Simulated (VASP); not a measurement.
# Co (Fm-3m) in VASP: further runs

The runs below take Co through single point, relaxation of cell and atoms, with PBE.

Program: VASP 6.6.1. These are calculated values, not measurements. Logs are shortened: lines on timing, memory, paths and dates and some standing lists are left out, and cuts for length are marked.

## 1. The cell of the first run

It takes space group Fm-3m (No. 225, cubic). The conventional cell has a = 3.520 Å, b = 3.520 Å, c = 3.520 Å, α = 90.00°, β = 90.00°, γ = 90.00°. Co (site symmetry m-3m) has 12 Co at 2.49 Å within 3.3 Å.

This isn't the form of Co at room conditions, which is hcp.

## 2. Single point, PBE, collinear spin, ferromagnetic start

INCAR reads:

```
SYSTEM = Co
PREC = Accurate
ENCUT = 520
EDIFF = 1E-7
ISMEAR = 0
SIGMA = 0.1
LREAL = .FALSE.
LASPH = .TRUE.
NELM = 150
ALGO = Normal
ISIF = 2
LWAVE = .FALSE.
LCHARG = .TRUE.
ISPIN = 2
MAGMOM = 1.97
LORBIT = 11
LMAXMIX = 4
GGA = PE
LELF = .TRUE.
LVHAR = .TRUE.
NBANDS = 14
```

KPOINTS reads:

```
regular mesh
0
G
  20 20 20
  0 0 0
```

POSCAR reads:

```
Co
1.0
    0.0000000000      1.7601091280      1.7601091280
    1.7601091280      0.0000000000      1.7601091280
    1.7601091280      1.7601091280      0.0000000000
Co
1
Direct
    0.0000000000      0.0000000000      0.0000000000
```

Potentials or basis: VASP PAW PBE potentials, release 64 (Co).

On the command line:

```console
cat potpaw_PBE.64/Co/POTCAR > POTCAR
mpirun -np 1 vasp_std > vasp.out
```

OUTCAR:

```text
SYSTEM = Co
   PREC = Accurate
   ENCUT = 520
   EDIFF = 1E-7
   ISMEAR = 0
   LREAL = .FALSE.
   LASPH = .TRUE.
   NELM = 150
   ISIF = 2
   ISPIN = 2
   LORBIT = 11
   GGA = PE

 ion  position               nearest neighbor table
   1  0.000  0.000  0.000-

  LATTYP: Found a face centered cubic cell.
 ALAT       =     3.5202182560

  Lattice vectors:

 A1 = (   0.0000000000,   1.7601091280,   1.7601091280)
 A2 = (   1.7601091280,   0.0000000000,   1.7601091280)
 A3 = (   1.7601091280,   1.7601091280,   0.0000000000)

Analysis of symmetry for initial positions (statically):
=====================================================================
 Subroutine PRICEL returns:
 Original cell was already a primitive cell.

 Routine SETGRP: Setting up the symmetry group for a
 face centered cubic supercell.

 Subroutine GETGRP returns: Found 48 space group operations
 (whereof 48 operations were pure point group operations)
 out of a pool of 48 trial point group operations.

The static configuration has the point symmetry O_h .

Analysis of symmetry for dynamics (positions and initial velocities):
=====================================================================
 Subroutine PRICEL returns:
 Original cell was already a primitive cell.

 Routine SETGRP: Setting up the symmetry group for a
 face centered cubic supercell.

 Subroutine GETGRP returns: Found 48 space group operations
 (whereof 48 operations were pure point group operations)
 out of a pool of 48 trial point group operations.

The dynamic configuration has the point symmetry O_h .

Analysis of structural, dynamic, and magnetic symmetry:
=====================================================================
 Subroutine PRICEL returns:
 Original cell was already a primitive cell.

 Routine SETGRP: Setting up the symmetry group for a
 face centered cubic supercell.

 Subroutine GETGRP returns: Found 48 space group operations
 (whereof 48 operations were pure point group operations)
 out of a pool of 48 trial point group operations.

The overall configuration has the point symmetry O_h .

 Subroutine INISYM returns: Found 48 space group operations
 (whereof 48 operations are pure point group operations),
 and found     1 'primitive' translations

----------------------------------------------------------------------------------------

                                     Primitive cell

  volume of cell :      10.9056

  direct lattice vectors                    reciprocal lattice vectors
     0.000000000  1.760109128  1.760109128    -0.284073295  0.284073295  0.284073295
     1.760109128  0.000000000  1.760109128     0.284073295 -0.284073295  0.284073295
     1.760109128  1.760109128  0.000000000     0.284073295  0.284073295 -0.284073295

  length of vectors
     2.489170200  2.489170200  2.489170200     0.492029380  0.492029380  0.492029380

  position of ions in fractional coordinates (direct lattice)
     0.000000000  0.000000000  0.000000000

  ion indices of the primitive-cell ions
   primitive index   ion index
                 1           1

----------------------------------------------------------------------------------------

 KPOINTS: regular mesh

Automatic generation of k-mesh.
 Grid dimensions read from file:
 generate k-points for:   20   20   20

 Generating k-lattice:

  Cartesian coordinates                     Fractional coordinates (reciprocal lattice)
    -0.014203665  0.014203665  0.014203665     0.050000000  0.000000000  0.000000000
     0.014203665 -0.014203665  0.014203665     0.000000000  0.050000000  0.000000000
     0.014203665  0.014203665 -0.014203665     0.000000000  0.000000000  0.050000000

  Length of vectors
     0.024601469  0.024601469  0.024601469

  Shift w.r.t. Gamma in fractional coordinates (k-lattice)
     0.000000000  0.000000000  0.000000000

 Subroutine IBZKPT returns following result:
 ===========================================

 Found    256 irreducible k-points:

 Following reciprocal coordinates:
            Coordinates               Weight
  0.000000  0.000000  0.000000      1.000000
  0.050000  0.000000  0.000000      8.000000
  0.100000  0.000000  0.000000      8.000000
  0.150000  0.000000  0.000000      8.000000
  0.200000  0.000000  0.000000      8.000000
  0.250000  0.000000  0.000000      8.000000
[... 16 lines left out ...]
 -0.400000  0.050000  0.000000     24.000000
 -0.350000  0.050000  0.000000     24.000000
 [... further k-points ...]
   k-points           NKPTS =    256   k-points in BZ     NKDIM =    256   number of bands    NBANDS=     14
   number of dos      NEDOS =    301   number of ions     NIONS =      1
   total plane-waves  NPLWV =   8000
   dimension x,y,z NGX =    20 NGY =   20 NGZ =   20
   dimension x,y,z NGXF=    40 NGYF=   40 NGZF=   40
   ions per type =               1
   NGX,Y,Z   is equivalent  to a cutoff of  13.36, 13.36, 13.36 a.u.
   NGXF,Y,Z  is equivalent  to a cutoff of  26.72, 26.72, 26.72 a.u.
 SYSTEM =  Co
   PREC   = accura    normal or accurate (medium, high low for compatibility)
   ISTART =      0    job   : 0-new  1-cont  2-samecut
   ICHARG =      2    charge: 1-file 2-atom 10-const
   ISPIN  =      2    spin polarized calculation?
   LNONCOLLINEAR =      F non collinear calculations
   LSORBIT =      F    spin-orbit coupling
   LASPH  =      T    aspherical Exc in radial PAW
   ENCUT  =  520.0 eV  38.22 Ry    6.18 a.u.   4.63  4.63  4.63*2*pi/ulx,y,z
   NELM   =    150;   NELMIN=  2; NELMDL= -5     # of ELM steps
   EDIFF  = 0.1E-06   stopping-criterion for ELM
   LREAL  =      F    real-space projection
   EDIFFG = 0.1E-05   stopping-criterion for IOM
   NSW    =      0    number of steps for IOM
   IBRION =     -1    ionic relax: 0-MD 1-quasi-New 2-CG
   NFREE  =      0    steps in history (QN), initial steepest desc. (CG)
   ISIF   =      2    stress and relaxation
   ISYM   =      2    0-nonsym 1-usesym 2-fastsym
   POTIM  = 0.5000    time-step for ionic-motion
   TEBEG  =    0.0;   TEEND  =   0.0 temperature during run
   PSTRESS=    0.0 pullay stress
   NELECT =       9.0000    total number of electrons
   NUPDOWN=      -1.0000    fix difference up-down
   EMIN   =  10.00;   EMAX   =-10.00  energy-range for DOS
   EFERMI =   0.00;   METHOD = LEGACY
   ISMEAR =     0;   SIGMA  =   0.10  broadening in eV -4-tet -1-fermi 0-gaus
   EFERMI_NEDOS =   21; number of points for ismear=-14 and -15
   IALGO  =     38    algorithm
   IMIX   =      4    mixing-type and parameters
     AMIX     =   0.40;   BMIX     =  1.00
     AMIX_MAG =   1.60;   BMIX_MAG =  1.00
  volume/ion in A,a.u.               =      10.91        73.59
  Fermi-wavevector in a.u.,A,eV,Ry     =   1.535581  2.901827 32.082662  2.358009
  Thomas-Fermi vector in A             =   2.642350
   LORBIT       =     11    0 simple, 1 ext, 2 COOP (PROOUT), +10 PAW based schemes
   GGA     = PE    functional components
   LHFCALC =     F    Hartree Fock is set to
   AEXX    =    0.0000 exact exchange contribution
   IVDW    =     0    specifies the selected vdW correction
   LEPSILON=     F    determine dielectric tensor
   LRPA    =     F    only Hartree local field effects (RPA)
 spin polarized calculation
 Gauss-broadening in eV      SIGMA  =   0.10
  energy-cutoff  :      520.00
  volume of cell :       10.91
 maximum number of plane-waves:       305
   NGX =  9   NGY =  9   NGZ =  9

 number of electron       8.9999997 magnetization       1.6358229

 Free energy of the ion-electron system (eV)
  ---------------------------------------------------
  ext. energy  EPLUGINS =         0.00000000
  ---------------------------------------------------
  free energy    TOTEN  =        -7.02239955 eV

  energy without entropy =       -7.01642511  energy(sigma->0) =       -7.01941233

 E-fermi :  10.2847     XC(G=0): -13.3744

 val. band max:       10.2807301188   @ k =   0.3000   0.2000   0.0500
 cond. band min:      10.2890384049   @ k =   0.3500   0.2000   0.1000
 fundamental gap:      0.0083082861
 Fermi energy:        10.2847459055

 spin component 1

 k-point     1 :       0.0000    0.0000    0.0000
  band No.  band energies     occupation
      1       1.2955      1.00000
      2       7.5722      1.00000
      3       7.5722      1.00000
      4       7.5722      1.00000
      5       8.5982      1.00000
      6       8.5982      1.00000
      7      33.2778      0.00000
      8      37.5827      0.00000
      9      37.5827      0.00000
     10      37.5827      0.00000
     11      40.7657      0.00000
     12      40.7657      0.00000
     13      40.7657      0.00000
     14      43.3162      0.00000

 k-point     2 :       0.0500    0.0000    0.0000
  band No.  band energies     occupation
      1       1.3948      1.00000
      2       7.5443      1.00000
      3       7.5965      1.00000
      4       7.5965      1.00000
      5       8.5877      1.00000
      6       8.5877      1.00000
      7      33.0708      0.00000
      8      36.2770      0.00000
      9      37.3960      0.00000
     10      37.3960      0.00000
     11      41.0488      0.00000
     12      41.0488      0.00000
     13      41.4725      0.00000
     14      44.1462      0.00000
[... 343 lines left out ...]
      1       5.0784      1.00000
      2       7.4506      1.00000
      3       7.5141      1.00000
      4       8.6163      1.00000
      5       9.3127      1.00000
      6       9.9222      1.00000
      7      17.9189      0.00000
      8      31.4821      0.00000
      9      34.0025      0.00000
     10      35.5077      0.00000
     11      38.0189      0.00000
     12      39.3596      0.00000
     13      44.2047      0.00000
     14      47.2395      0.00000

 k-point    24 :      -0.3500    0.0500    0.0000
  band No.  band energies     occupation
      1       4.8872      1.00000
      2       7.5276      1.00000
      3       7.5797      1.00000
      4       7.9886      1.00000
      5       9.1224      1.00000
      6       9.5305      1.00000
      7      19.7398      0.00000
      8      31.6392      0.00000
      9      34.2052      0.00000
     10      36.3691      0.00000
     11      38.0012      0.00000
     12      39.8027      0.00000
     13      44.0241      0.00000
     14      46.8802      0.00000

 [... further k-points ...]

 spin component 2

 k-point     1 :       0.0000    0.0000    0.0000
  band No.  band energies     occupation
      1       1.3112      1.00000
      2       9.1419      1.00000
      3       9.1419      1.00000
      4       9.1419      1.00000
      5      10.5906      0.00001
      6      10.5906      0.00001
      7      32.9578      0.00000
      8      37.7400      0.00000
      9      37.7400      0.00000
     10      37.7400      0.00000
     11      41.0659      0.00000
     12      41.0659      0.00000
     13      41.0659      0.00000
     14      42.9669      0.00000

 k-point     2 :       0.0500    0.0000    0.0000
  band No.  band energies     occupation
      1       1.4108      1.00000
      2       9.1060      1.00000
      3       9.1685      1.00000
      4       9.1685      1.00000
      5      10.5775      0.00002
      6      10.5775      0.00002
      7      32.8063      0.00000
      8      36.4199      0.00000
      9      37.5817      0.00000
     10      37.5817      0.00000
     11      41.3146      0.00000
     12      41.3146      0.00000
     13      41.5909      0.00000
     14      43.9634      0.00000
[... 343 lines left out ...]
      1       5.8418      1.00000
      2       9.0947      1.00000
      3       9.2222      1.00000
      4       9.2531      1.00000
      5      11.1983      0.00000
      6      11.5460      0.00000
      7      18.7135      0.00000
      8      31.3337      0.00000
      9      34.2356      0.00000
     10      35.8398      0.00000
     11      38.3134      0.00000
     12      39.5976      0.00000
     13      44.8038      0.00000
     14      50.4754      0.00000

 k-point    24 :      -0.3500    0.0500    0.0000
  band No.  band energies     occupation
      1       5.4098      1.00000
      2       8.7691      1.00000
      3       9.2177      1.00000
      4       9.2898      1.00000
      5      10.9922      0.00000
      6      11.3389      0.00000
      7      20.3905      0.00000
      8      31.5487      0.00000
      9      34.3958      0.00000
     10      36.7251      0.00000
     11      38.2746      0.00000
     12      40.0175      0.00000
     13      44.4167      0.00000
     14      50.1625      0.00000

 [... further k-points ...]

------------------------ aborting loop because EDIFF is reached ----------------------------------------

  FORCE on cell =-STRESS in cart. coord.  units (eV):
  Direction    XX          YY          ZZ          XY          YZ          ZX
  --------------------------------------------------------------------------------------
  -------------------------------------------------------------------------------------
  Total       -0.0487055     -0.0487055     -0.0487055      0.0000000     -0.0000000      0.0000000
  in kB       -7.1554929     -7.1554929     -7.1554929      0.0000000     -0.0000000      0.0000000
  external PRESSURE =      -7.1554929 kB  Pullay stress =       0.0000000 kB

 VOLUME and BASIS-vectors are now :
 -----------------------------------------------------------------------------
  energy-cutoff  :      520.00
  volume of cell :       10.91
      direct lattice vectors                 reciprocal lattice vectors
     0.000000000  1.760109128  1.760109128    -0.284073295  0.284073295  0.284073295
     1.760109128  0.000000000  1.760109128     0.284073295 -0.284073295  0.284073295
     1.760109128  1.760109128  0.000000000     0.284073295  0.284073295 -0.284073295

 POSITION                                       TOTAL-FORCE (eV/Angst)
 -----------------------------------------------------------------------------------
      0.00000      0.00000      0.00000        -0.000000      0.000000      0.000000
 -----------------------------------------------------------------------------------
    total drift:                                0.000000      0.000000      0.000000

  FREE ENERGIE OF THE ION-ELECTRON SYSTEM (eV)
  ---------------------------------------------------
  free  energy   TOTEN  =        -7.0223995534 eV

  energy  without entropy=       -7.0164251070  energy(sigma->0) =       -7.01941233

 total charge

# of ion       s       p       d       tot
------------------------------------------
    1        0.488   0.519   7.255   8.262

 magnetization (x)

# of ion       s       p       d       tot
------------------------------------------
    1       -0.013  -0.049   1.715   1.654
```

Run time: 46 s. Hardware: 1 thread of Intel Xeon 6975P-C (Granite Rapids), shared host; peak memory 0.18 GiB.

What came out:

```
Free energy                                           : -7.0224 eV
Pressure                                              : -0.7 GPa
Net moment                                            : 1.64 μB per cell
Site moments                                          : Co +1.65 μB
Valence electrons inside the program's atomic spheres : Co 8.26
```

## 3. Relaxation of cell and atoms, PBE, collinear spin, ferromagnetic start

This run uses another cell than the first one, of 10.95 Å³/atom.

INCAR reads:

```
ALGO = Normal ; EDIFF = 1E-6
EDIFFG = -0.01 ; ENCUT = 600
GGA = PE ; IBRION = 2
ISIF = 3 ; ISMEAR = 0
ISPIN = 2 ; LASPH = True
LCHARG = False ; LMAXMIX = 4
LORBIT = 11 ; LREAL = False
LWAVE = False ; MAGMOM = 1.97
NELM = 150 ; NSW = 80
PREC = Accurate ; SIGMA = 0.1
```

KPOINTS reads:

```
k-points
0
Gamma
  20 20 20
```

POSCAR reads:

```
Co
1.0
    0.0000000000      1.7626285571      1.7626285571
    1.7626285571      0.0000000000      1.7626285571
    1.7626285571      1.7626285571      0.0000000000
Co
1
Direct
    0.0000000000      0.0000000000      0.0000000000
```

Potentials or basis: VASP PAW PBE potentials, release 64 (Co).

On the command line:

```console
cat potpaw_PBE.64/Co/POTCAR > POTCAR
mpirun -np 1 vasp_std > vasp.out
```

Run time: 52 s. Hardware: 1 thread of Intel Xeon 6975P-C (Granite Rapids), shared host; peak memory 0.17 GiB.

It converged, with:

```
Free energy                                           : -7.0222 eV
Relaxed volume                                        : 10.86 Å³/atom
Relaxed cell                                          : a = 2.486 Å, b = 2.486 Å, c = 2.486 Å, α = 60.00°, β = 60.00°, γ = 60.00°
Space group after relaxing (to 0.1 Å)                 : Fm-3m (No. 225)
Energy gained by relaxing                             : 0.5 meV/atom
Ionic steps                                           : 3
Pressure after relaxing                               : 0.1 GPa
Net moment                                            : 1.63 μB per cell
Site moments                                          : Co +1.65 μB
Valence electrons inside the program's atomic spheres : Co 8.27
```

The path:
```csv
step,energy change (eV),largest force (eV/Å),pressure (GPa),volume (Å³)
1,0.0000,0.0000,-1.65,10.95
2,0.0000,0.0000,1.82,10.77
3,-0.0005,0.0000,0.06,10.86
```

Final structure:
```
Co
1.0
     0.00000    1.75782    1.75782
     1.75782    0.00000    1.75782
     1.75782    1.75782    0.00000
Co
1
Direct
  0.00000 0.00000 0.00000
```

Levels at points of the mesh, in eV from the Fermi level:
Spin up:
```
           k point  band 2  band 3  band 4  band 5  band 6  band 7  band 8  band 9
(0.00, 0.00, 0.00)   -2.72   -2.72   -2.72   -1.68   -1.68   23.03   27.36   27.36
(0.50, 0.00, 0.00)   -2.85   -2.85   -0.78   -0.78   -0.29    6.11   21.59   24.87
(0.50, 0.50, 0.00)   -4.65   -0.90   -0.52   -0.52    2.51    9.56   14.87   14.87
```
Spin down:
```tsv
k point	band 1	band 2	band 3	band 4	band 5	band 6	band 7	band 8	band 9
(0.00, 0.00, 0.00)	-8.99	-1.15	-1.15	-1.15	0.31	0.31	22.71	27.52	27.52
(0.50, 0.00, 0.00)	-4.30	-1.16	-1.16	-0.34	1.12	1.12	7.12	21.29	25.19
(0.50, 0.50, 0.00)	-4.10	-3.40	1.18	1.29	1.29	2.52	10.47	15.04	15.04
```
